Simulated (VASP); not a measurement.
# Te in VASP: a series of runs

Aim: see how the results for Te move with the level of theory and the settings. Levels: PBE, r2SCAN. Tasks: single point.

Everything below comes from runs of VASP 6.6.1. Logs are shortened: lines on timing, memory, paths and dates and some standing lists are left out, and cuts for length are marked.

## Step 1: The cell of the first run

It takes space group P3_121 (No. 152, trigonal). Conventional cell: a = 4.208 Å, b = 4.208 Å, c = 5.949 Å, α = 90.00°, β = 90.00°, γ = 120.00°. Te (site symmetry 2) has 6 Te at 2.87 to 3.29 Å within 3.8 Å.

## Step 2: Single point, PBE (biaxial xy strain -5.9%)

File INCAR:

```
SYSTEM = Te
ALGO = Normal ; EDIFF = 1E-6
ENCUT = 520 ; GGA = PE
ISIF = 2 ; ISMEAR = -1
LASPH = .True. ; LCHARG = .False.
LREAL = .False. ; LWAVE = .False.
NBANDS = 16 ; NELM = 60
PREC = Accurate ; SIGMA = 0.02
```

File KPOINTS:

```
k-points
0
Gamma
  6 6 4
  0 0 0
```

File POSCAR:

```
Te
1.0
    4.2079006210      0.0000000000      0.0000000000
   -2.1039503105      3.6441488344      0.0000000000
    0.0000000000      0.0000000000      5.9487470455
Te
3
Direct
    0.2844684963      0.0000000000      0.3333333333
    0.0000000000      0.2844684963      0.6666666667
    0.7155315037      0.7155315037      0.0000000000
```

Potentials or basis: VASP PAW PBE potentials, release 64 (Te).

Command:

```bash
$ cat potpaw_PBE.64/Te/POTCAR > POTCAR
$ mpirun -np 1 vasp_std > vasp.out
```

OUTCAR:

```text
SYSTEM = Te
   EDIFF = 1E-6
   ENCUT = 520
   GGA = PE
   ISIF = 2
   ISMEAR = -1
   LASPH = .True.
   LREAL = .False.
   NELM = 60
   PREC = Accurate

 ion  position               nearest neighbor table
   1  0.284  0.000  0.333-   3 2.87   2 2.87   3 3.29   3 3.29   2 3.29   2 3.29
   2  0.000  0.284  0.667-   3 2.87   1 2.87   3 3.29   3 3.29   1 3.29   1 3.29
   3  0.716  0.716  0.000-   1 2.87   2 2.87   1 3.29   2 3.29   2 3.29   1 3.29

  LATTYP: Found a hexagonal cell.
 ALAT       =     4.2079006210
 C/A-ratio  =     1.4137090158

  Lattice vectors:

 A1 = (   4.2079006210,   0.0000000000,   0.0000000000)
 A2 = (  -2.1039503105,   3.6441488344,   0.0000000000)
 A3 = (   0.0000000000,   0.0000000000,   5.9487470455)

Analysis of symmetry for initial positions (statically):
=====================================================================
 Subroutine PRICEL returns:
 Original cell was already a primitive cell.

 Routine SETGRP: Setting up the symmetry group for a
 hexagonal supercell.

 Subroutine GETGRP returns: Found  6 space group operations
 (whereof  2 operations were pure point group operations)
 out of a pool of 24 trial point group operations.

The static configuration has the point symmetry C_2 .
 The point group associated with its full space group is D_3 .

Analysis of symmetry for dynamics (positions and initial velocities):
=====================================================================
 Subroutine PRICEL returns:
 Original cell was already a primitive cell.

 Routine SETGRP: Setting up the symmetry group for a
 hexagonal supercell.

 Subroutine GETGRP returns: Found  6 space group operations
 (whereof  2 operations were pure point group operations)
 out of a pool of 24 trial point group operations.

The dynamic configuration has the point symmetry C_2 .
 The point group associated with its full space group is D_3 .

 Subroutine INISYM returns: Found  6 space group operations
 (whereof  2 operations are pure point group operations),
 and found     1 'primitive' translations

----------------------------------------------------------------------------------------

                                     Primitive cell

  volume of cell :      91.2194

  direct lattice vectors                    reciprocal lattice vectors
     4.207900621  0.000000000  0.000000000     0.237648198  0.137206251  0.000000000
    -2.103950311  3.644148834  0.000000000     0.000000000  0.274412502  0.000000000
     0.000000000  0.000000000  5.948747046     0.000000000  0.000000000  0.168102626

  length of vectors
     4.207900621  4.207900621  5.948747046     0.274412502  0.274412502  0.168102626

  position of ions in fractional coordinates (direct lattice)
     0.284468496  0.000000000  0.333333333
     0.000000000  0.284468496  0.666666667
     0.715531504  0.715531504  0.000000000

  ion indices of the primitive-cell ions
   primitive index   ion index
                 1           1
                 2           2
                 3           3

----------------------------------------------------------------------------------------

 KPOINTS: k-points

Automatic generation of k-mesh.
 Grid dimensions read from file:
 generate k-points for:    6    6    4

 Generating k-lattice:

  Cartesian coordinates                     Fractional coordinates (reciprocal lattice)
     0.039608033  0.022867709  0.000000000     0.166666667  0.000000000  0.000000000
     0.000000000  0.045735417  0.000000000     0.000000000  0.166666667  0.000000000
     0.000000000  0.000000000  0.042025657     0.000000000  0.000000000  0.250000000

  Length of vectors
     0.045735417  0.045735417  0.042025657

  Shift w.r.t. Gamma in fractional coordinates (k-lattice)
     0.000000000  0.000000000  0.000000000

 Subroutine IBZKPT returns following result:
 ===========================================

 Found     24 irreducible k-points:

 Following reciprocal coordinates:
            Coordinates               Weight
  0.000000  0.000000  0.000000      1.000000
  0.166667  0.000000  0.000000      6.000000
  0.333333 -0.000000  0.000000      6.000000
  0.500000  0.000000  0.000000      3.000000
  0.166667  0.166667  0.000000      6.000000
  0.333333  0.166667  0.000000     12.000000
[... 16 lines left out ...]
  0.333333  0.166667  0.500000     12.000000
  0.333333  0.333333  0.500000      2.000000
   k-points           NKPTS =     24   k-points in BZ     NKDIM =     24   number of bands    NBANDS=     16
   number of dos      NEDOS =    301   number of ions     NIONS =      3
   total plane-waves  NPLWV =  49152
   dimension x,y,z NGX =    32 NGY =   32 NGZ =   48
   dimension x,y,z NGXF=    64 NGYF=   64 NGZF=   96
   ions per type =               3
   NGX,Y,Z   is equivalent  to a cutoff of  12.64, 12.64, 13.41 a.u.
   NGXF,Y,Z  is equivalent  to a cutoff of  25.29, 25.29, 26.83 a.u.
 SYSTEM =  Te
   PREC   = accura    normal or accurate (medium, high low for compatibility)
   ISTART =      0    job   : 0-new  1-cont  2-samecut
   ICHARG =      2    charge: 1-file 2-atom 10-const
   ISPIN  =      1    spin polarized calculation?
   LNONCOLLINEAR =      F non collinear calculations
   LSORBIT =      F    spin-orbit coupling
   LASPH  =      T    aspherical Exc in radial PAW
   ENCUT  =  520.0 eV  38.22 Ry    6.18 a.u.   7.82  7.82 11.06*2*pi/ulx,y,z
   NELM   =     60;   NELMIN=  2; NELMDL= -5     # of ELM steps
   EDIFF  = 0.1E-05   stopping-criterion for ELM
   LREAL  =      F    real-space projection
   EDIFFG = 0.1E-04   stopping-criterion for IOM
   NSW    =      0    number of steps for IOM
   IBRION =     -1    ionic relax: 0-MD 1-quasi-New 2-CG
   NFREE  =      0    steps in history (QN), initial steepest desc. (CG)
   ISIF   =      2    stress and relaxation
   ISYM   =      2    0-nonsym 1-usesym 2-fastsym
   POTIM  = 0.5000    time-step for ionic-motion
   TEBEG  =    0.0;   TEEND  =   0.0 temperature during run
   PSTRESS=    0.0 pullay stress
   NELECT =      18.0000    total number of electrons
   NUPDOWN=      -1.0000    fix difference up-down
   EMIN   =  10.00;   EMAX   =-10.00  energy-range for DOS
   EFERMI =   0.00;   METHOD = LEGACY
   ISMEAR =    -1;   SIGMA  =   0.02  broadening in eV -4-tet -1-fermi 0-gaus
   EFERMI_NEDOS =   21; number of points for ismear=-14 and -15
   IALGO  =     38    algorithm
   IMIX   =      4    mixing-type and parameters
     AMIX     =   0.40;   BMIX     =  1.00
     AMIX_MAG =   1.60;   BMIX_MAG =  1.00
  volume/ion in A,a.u.               =      30.41       205.19
  Fermi-wavevector in a.u.,A,eV,Ry     =   0.953096  1.801090 12.359423  0.908392
  Thomas-Fermi vector in A             =   2.081720
   LORBIT       =      0    0 simple, 1 ext, 2 COOP (PROOUT), +10 PAW based schemes
   GGA     = PE    functional components
   LHFCALC =     F    Hartree Fock is set to
   AEXX    =    0.0000 exact exchange contribution
   IVDW    =     0    specifies the selected vdW correction
   LEPSILON=     F    determine dielectric tensor
   LRPA    =     F    only Hartree local field effects (RPA)
 non-spin polarized calculation
  energy-cutoff  :      520.00
  volume of cell :       91.22
 maximum number of plane-waves:      2478
 NGX is ok and might be reduce to    32
   NGX = 15   NGY = 15   NGZ = 23

 number of electron      17.9999999 magnetization

 Free energy of the ion-electron system (eV)
  ---------------------------------------------------
  ext. energy  EPLUGINS =         0.00000000
  ---------------------------------------------------
  free energy    TOTEN  =        -9.24126203 eV

  energy without entropy =       -9.24042051  energy(sigma->0) =       -9.24084127

 E-fermi :   7.3958     XC(G=0):  -9.5911

 val. band max:        7.3946511198   @ k =   0.3333   0.3333   0.5000
 cond. band min:       7.6098520501   @ k =   0.5000   0.0000   0.5000
 fundamental gap:      0.2152009303
 Fermi energy:         7.3957828244

 k-point     1 :       0.0000    0.0000    0.0000
  band No.  band energies     occupation
      1      -6.8959      2.00000
      2      -3.3285      2.00000
      3      -3.3285      2.00000
      4       4.4178      2.00000
      5       4.8287      2.00000
      6       4.8287      2.00000
[... 8 lines left out ...]
     15      13.4916      0.00000
     16      13.4916      0.00000

 k-point     2 :       0.1667    0.0000    0.0000
  band No.  band energies     occupation
      1      -6.6544      2.00000
      2      -3.3384      2.00000
      3      -3.2252      2.00000
      4       2.9098      2.00000
      5       3.7435      2.00000
      6       4.1415      2.00000
[... 8 lines left out ...]
     15      13.4528      0.00000
     16      13.9897      0.00000

 k-point     3 :       0.3333   -0.0000    0.0000
  band No.  band energies     occupation
      1      -5.9874      2.00000
      2      -3.6673      2.00000
      3      -2.9780      2.00000
      4       1.9071      2.00000
      5       2.6712      2.00000
      6       3.4542      2.00000
[... 8 lines left out ...]
     15      14.6310      0.00000
     16      15.2694      0.00000

 k-point     4 :       0.5000    0.0000    0.0000
  band No.  band energies     occupation
      1      -5.3648      2.00000
      2      -4.2142      2.00000
      3      -2.8307      2.00000
      4       1.9377      2.00000
      5       2.4538      2.00000
      6       3.0676      2.00000
[... 8 lines left out ...]
     15      16.3241      0.00000
     16      16.5338      0.00000

 k-point     5 :       0.1667    0.1667    0.0000
  band No.  band energies     occupation
      1      -6.1962      2.00000
      2      -3.4128      2.00000
      3      -3.1624      2.00000
      4       2.2071      2.00000
      5       2.4637      2.00000
      6       4.3056      2.00000
[... 8 lines left out ...]
     15      14.3098      0.00000
     16      15.3240      0.00000

 k-point     6 :       0.3333    0.1667    0.0000
  band No.  band energies     occupation
      1      -5.4498      2.00000
      2      -3.8876      2.00000
      3      -3.1291      2.00000
      4       2.0607      2.00000
      5       2.3232      2.00000
      6       3.4592      2.00000
[... 8 lines left out ...]
     15      15.5208      0.00000
     16      16.0230      0.00000

 k-point     7 :       0.3333    0.3333    0.0000
  band No.  band energies     occupation
      1      -5.0630      2.00000
      2      -3.6994      2.00000
      3      -3.6994      2.00000
      4       2.5051      2.00000
      5       2.5051      2.00000
      6       3.7306      2.00000
[... 8 lines left out ...]
     15      13.1986      0.00000
     16      16.2606      0.00000

 k-point     8 :       0.0000    0.0000    0.2500
  band No.  band energies     occupation
      1      -6.6595      2.00000
      2      -4.8236      2.00000
      3      -1.6817      2.00000
      4       3.7769      2.00000
      5       4.5079      2.00000
      6       4.8826      2.00000
[... 8 lines left out ...]
     15      12.9959      0.00000
     16      13.5500      0.00000

 k-point     9 :       0.1667    0.0000    0.2500
  band No.  band energies     occupation
      1      -6.4273      2.00000
      2      -4.6464      2.00000
      3      -1.9346      2.00000
      4       3.0817      2.00000
      5       4.1504      2.00000
      6       4.5535      2.00000
[... 8 lines left out ...]
     15      12.7722      0.00000
     16      13.1402      0.00000
[... 172 lines left out ...]
 k-point    19 :       0.1667    0.0000    0.5000
  band No.  band energies     occupation
      1      -5.7639      2.00000
      2      -5.7276      2.00000
      3      -1.1943      2.00000
      4       2.9498      2.00000
      5       4.0079      2.00000
      6       4.4804      2.00000
[... 8 lines left out ...]
     15      13.2046      0.00000
     16      14.1886      0.00000

 k-point    20 :       0.3333   -0.0000    0.5000
  band No.  band energies     occupation
      1      -5.3020      2.00000
      2      -5.0799      2.00000
      3      -2.3086      2.00000
      4       1.7454      2.00000
      5       3.3904      2.00000
      6       3.9723      2.00000
[... 8 lines left out ...]
     15      14.3516      0.00000
     16      14.8043      0.00000

 k-point    21 :       0.5000    0.0000    0.5000
  band No.  band energies     occupation
      1      -5.0154      2.00000
      2      -4.4576      2.00000
      3      -3.1492      2.00000
      4       0.9311      2.00000
      5       3.5749      2.00000
      6       3.5778      2.00000
[... 8 lines left out ...]
     15      15.1611      0.00000
     16      16.0770      0.00000

 k-point    22 :       0.1667    0.1667    0.5000
  band No.  band energies     occupation
      1      -5.4060      2.00000
      2      -5.3102      2.00000
      3      -1.9608      2.00000
      4       2.4757      2.00000
      5       3.1346      2.00000
      6       3.2721      2.00000
[... 8 lines left out ...]
     15      13.9108      0.00000
     16      14.1187      0.00000

 k-point    23 :       0.3333    0.1667    0.5000
  band No.  band energies     occupation
      1      -4.9467      2.00000
      2      -4.6398      2.00000
      3      -2.9425      2.00000
      4       1.3242      2.00000
      5       2.4395      2.00000
      6       2.6448      2.00000
[... 8 lines left out ...]
     15      14.2228      0.00000
     16      14.9277      0.00000

 k-point    24 :       0.3333    0.3333    0.5000
  band No.  band energies     occupation
      1      -4.5507      2.00000
      2      -4.5507      2.00000
      3      -3.2508      2.00000
      4       1.6191      2.00000
      5       1.6633      2.00000
      6       1.6633      2.00000
[... 8 lines left out ...]
     15      13.7510      0.00000
     16      14.6904      0.00000

------------------------ aborting loop because EDIFF is reached ----------------------------------------

  FORCE on cell =-STRESS in cart. coord.  units (eV):
  Direction    XX          YY          ZZ          XY          YZ          ZX
  --------------------------------------------------------------------------------------
  -------------------------------------------------------------------------------------
  Total        3.0946994      3.0946994      3.4959791      0.0000000      0.0000000      0.0000000
  in kB       54.3553087     54.3553087     61.4033875      0.0000000      0.0000000      0.0000000
  external PRESSURE =      56.7046683 kB  Pullay stress =       0.0000000 kB

 VOLUME and BASIS-vectors are now :
 -----------------------------------------------------------------------------
  energy-cutoff  :      520.00
  volume of cell :       91.22
      direct lattice vectors                 reciprocal lattice vectors
     4.207900621  0.000000000  0.000000000     0.237648198  0.137206251  0.000000000
    -2.103950311  3.644148834  0.000000000     0.000000000  0.274412502  0.000000000
     0.000000000  0.000000000  5.948747046     0.000000000  0.000000000  0.168102626

 POSITION                                       TOTAL-FORCE (eV/Angst)
 -----------------------------------------------------------------------------------
      1.19702      0.00000      1.98292         0.179245     -0.000000     -0.000000
     -0.59851      1.03665      3.96583        -0.089622      0.155230      0.000000
      1.50544      2.60750      0.00000        -0.089622     -0.155230     -0.000000
 -----------------------------------------------------------------------------------
    total drift:                                0.000000     -0.000000      0.000000

  FREE ENERGIE OF THE ION-ELECTRON SYSTEM (eV)
  ---------------------------------------------------
  free  energy   TOTEN  =        -9.2412620346 eV

  energy  without entropy=       -9.2404205088  energy(sigma->0) =       -9.24084127
```

It took 31 s on 1 thread of Intel Xeon Platinum 8259CL at 2.50GHz (Skylake/Cascade Lake), shared host; peak memory 0.21 GiB.

Results:

* Free energy: -9.2413 eV
* Pressure: 5.7 GPa
* Largest force: 0.179 eV/Å
* Band gap on the k mesh: zero (filled and empty bands touch)

Forces in eV/Å, atoms in the order of the input:
```
Te   0.179  0.000  0.000
Te  -0.090  0.155  0.000
Te  -0.090 -0.155  0.000
```

Caveat: the cell differs from its parent crystal (biaxial xy strain -5.9%); the cell stands under pressure; spin-orbit coupling is left out, which moves the levels of the heavy elements.

[end of part 1 of 3]
